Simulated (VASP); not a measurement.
Wanted: the native input for a VASP 6.6.1 run.

```
Task                   : single point
Functional             : PBE
Potentials or basis    : VASP PAW PBE potentials, release 64 (Zn, Se)
Cutoff                 : 520 eV
k mesh                 : 11 × 11 × 11
Occupations            : fermi-dirac, width 0.1 eV
Spin                   : no spin polarisation
Dipole correction      : no
Further INCAR settings : ALGO = Normal; EDIFF = 1e-07; NBANDS = 16
```

The structure of ZnSe (zincblende type) lies in POSCAR:

```
ZnSe
1.0
    0.0000000000      2.3484696049      2.3484696049
    2.3484696049      0.0000000000      2.3484696049
    2.3484696049      2.3484696049      0.0000000000
Zn Se
1 1
Direct
    0.0000000000      0.0000000000      0.0000000000
    0.2500000000      0.2500000000      0.2500000000
```

This cell differs from its parent crystal: volume scaled by 0.55.

The input as run:

INCAR

```
SYSTEM = ZnSe
PREC = Accurate ; ENCUT = 520
EDIFF = 1E-7 ; ISMEAR = -1
SIGMA = 0.1 ; LREAL = .False.
LASPH = .True. ; NELM = 80
ALGO = Normal ; ISIF = 2
LWAVE = .False. ; LCHARG = .False.
GGA = PE ; NBANDS = 16
```

KPOINTS

```
regular mesh
0
Gamma
  11 11 11
  0 0 0
```

Potentials or basis: VASP PAW PBE potentials, release 64 (Zn, Se).

Command:

```console
$ cat potpaw_PBE.64/Zn/POTCAR potpaw_PBE.64/Se/POTCAR > POTCAR
$ mpirun -np 1 vasp_std > vasp.out
```

Results of the run:

- Pressure: 133.0 GPa
- Band gap on the k mesh: 1.15 eV, indirect (least direct gap 3.90 eV)

Wall time 79 s on 1 thread of AMD EPYC 7R13 (shared host), peak memory 0.14 GiB.
